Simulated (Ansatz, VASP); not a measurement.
KCl: VASP beside Ansatz

File INCAR:

```
ALGO = Normal
EDIFF = 1E-6
ENCUT = 520
GGA = PE
ISIF = 2
ISMEAR = -1
LASPH = T
LCHARG = F
LREAL = F
LWAVE = F
NBANDS = 15
NELM = 100
PREC = Accurate
SIGMA = 0.05
```

KPOINTS

```
k-points
0
Gamma
  7 7 7
```

POSCAR

```
KCl
1.0
    3.8391960000      0.0000000000      0.0000000000
    0.0000000000      3.8391960000      0.0000000000
    0.0000000000      0.0000000000      3.8391960000
K Cl
1 1
Direct
    0.0000000000      0.0000000000      0.0000000000
    0.5000000000      0.5000000000      0.5000000000
```

input.yaml

```yaml
crystal:
  lattice:
    - [3.839196, 0.0, 0.0]
    - [0.0, 3.839196, 0.0]
    - [0.0, 0.0, 3.839196]
  atoms:
    - { symbol: K, position: [0.0, 0.0, 0.0] }
    - { symbol: Cl, position: [0.5, 0.5, 0.5] }
hamiltonian:
  xc: pbe
  pseudopotentials: { kind: paw }
kpoints:
  mp_grid: { grid: [7, 7, 7] }
  band_path:
    path:
      - [[0.0, 0.0, 0.0], [0.0, 0.5, 0.0], [0.5, 0.5, 0.0], [0.0, 0.0, 0.0], [0.5, 0.5, 0.5], [0.0, 0.5, 0.0]]
      - [[0.5, 0.5, 0.0], [0.5, 0.5, 0.5]]
    npoints: 14
scf:
  occupations: { method: fermi_dirac, width: 0.05 }
  n_extra_bands: 6
output:
  forces: true
  stress: true
  eigenvalues: true
  fatbands: false
  write_density: true
  write_potential: true
  elf: true
  volumetric_format: npy
```

Alike in both runs: functional PBE; k mesh 7 × 7 × 7; occupations fermi-dirac, width 0.05 eV; no spin polarisation.

|  | VASP | Ansatz |
| --- | --- | --- |
| version | VASP 6.6.1 | Ansatz 0.2.0 |
| potentials or method | VASP PAW PBE potentials, release 64 (K_sv, Cl) | Ansatz PAW |
| plane-wave cutoff (eV) | 520 | 420 |
| valence electrons in the cell | 16 | 16 |
| task | single point | band structure |

Ansatz gave:

```
gap on the k mesh at the Fermi level (eV) : 4.82
least direct gap on the mesh (eV)         : 5.00
pressure (GPa)                            : -0.1
```

Problem. Which values does VASP return?

Solution. gap on the k mesh at the Fermi level (eV): 4.82; least direct gap on the mesh (eV): 5.00; pressure (GPa): 0.0.
